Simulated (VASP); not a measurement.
Wanted: the native input for a VASP 6.6.1 run.

* Task: single point
* Functional: r2SCAN
* Potentials or basis: VASP PAW PBE potentials, release 64 (Ir)
* Cutoff: 520 eV
* k mesh: 14 × 14 × 14
* Occupations: fermi-dirac, width 0.03 eV
* Spin: no spin polarisation
* Dipole correction: no
* Further INCAR settings: ALGO = Normal; EDIFF = 1e-06; NBANDS = 10

Crystal: Ir.

```
Ir
1.0
     0.00000    1.92285    1.92285
     1.92285    0.00000    1.92285
     1.92285    1.92285    0.00000
Ir
1
Direct
  0.00000 0.00000 0.00000
```

These files were run (other wordings do the same):

POSCAR

```
Ir
1.0
    0.0000000000      1.9228496764      1.9228496764
    1.9228496764      0.0000000000      1.9228496764
    1.9228496764      1.9228496764      0.0000000000
Ir
1
Direct
    0.0000000000      0.0000000000      0.0000000000
```

INCAR.step1

```
ALGO = Normal ; EDIFF = 1E-4
ENCUT = 520 ; GGA = PE
ISMEAR = -1 ; LASPH = T
LCHARG = F ; LREAL = F
LWAVE = T ; NBANDS = 10
NELM = 100 ; PREC = Accurate
SIGMA = 0.03
```

INCAR.step2

```
ALGO = Normal ; EDIFF = 1E-6
ENCUT = 520 ; ISIF = 2
ISMEAR = -1 ; ISTART = 1
LASPH = T ; LCHARG = F
LMIXTAU = T ; LREAL = F
LWAVE = F ; METAGGA = R2SCAN
NBANDS = 10 ; NELM = 100
PREC = Accurate ; SIGMA = 0.03
```

KPOINTS

```
k-points
0
Gamma
  14 14 14
```

Potentials or basis: VASP PAW PBE potentials, release 64 (Ir).

The run is started by

```sh
$ cat potpaw_PBE.64/Ir/POTCAR > POTCAR
$ cp INCAR.step1 INCAR
$ mpirun -np 1 vasp_std > vasp.out
$ cp INCAR.step2 INCAR
$ mpirun -np 1 vasp_std > vasp.out
```

It gave:

| Item | Value |
| --- | --- |
| Pressure | 2.3 GPa |

Caveat: the PAW data sets were made with another functional, which shifts forces and pressure a little.

Wall time 22 s on 1 thread of Intel(R) Xeon(R) 6975P-C (Granite Rapids), with other jobs on the host, peak memory 0.14 GiB.
